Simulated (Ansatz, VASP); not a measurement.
Al9H: VASP beside Ansatz

```
Al H
1.0
     5.70709    0.00000    0.00000
    -1.42677    9.70148    0.00000
     0.00000    0.00000   22.79037
Al H
18 2
Direct
  0.26622 0.06489 0.17551
  0.76622 0.06489 0.17551
  0.33548 0.34192 0.21920
  0.83548 0.34192 0.21920
  0.14933 0.59733 0.22794
  0.64933 0.59733 0.22794
  0.46318 0.85274 0.23668
  0.96318 0.85274 0.23668
  0.03198 0.12771 0.28083
  0.53198 0.12771 0.28083
  0.09979 0.40422 0.33011
  0.59979 0.40422 0.33011
  0.41440 0.65967 0.33698
  0.91440 0.65967 0.33698
  0.22631 0.91108 0.34493
  0.72631 0.91108 0.34493
  0.29624 0.18141 0.38571
  0.79624 0.18141 0.38571
  0.60626 0.37777 0.43353
  0.60626 0.47149 0.43353
```

Alike in both runs: task single point; functional PBE; k mesh 5 × 3 × 1; occupations gaussian, width 0.1 eV; no spin polarisation.

```csv
,VASP,Ansatz
version,VASP 6.6.1,Ansatz 0.2.0
potentials or method,"VASP PAW PBE potentials, release 64 (Al, H), cutoff 520 eV","scalar-relativistic, plane waves, PAW"
valence electrons in the cell,56,56
```

```csv
,VASP,Ansatz,Ansatz less VASP
gap on the k mesh at the Fermi level (eV),none,none,-
rms of the force components (eV/Å),0.486,0.486,-0.0001
```

Atom by atom the forces differ by 0.001 eV/Å (rms over components). A gap of «none» marks a metal or a gap that the smearing closes.
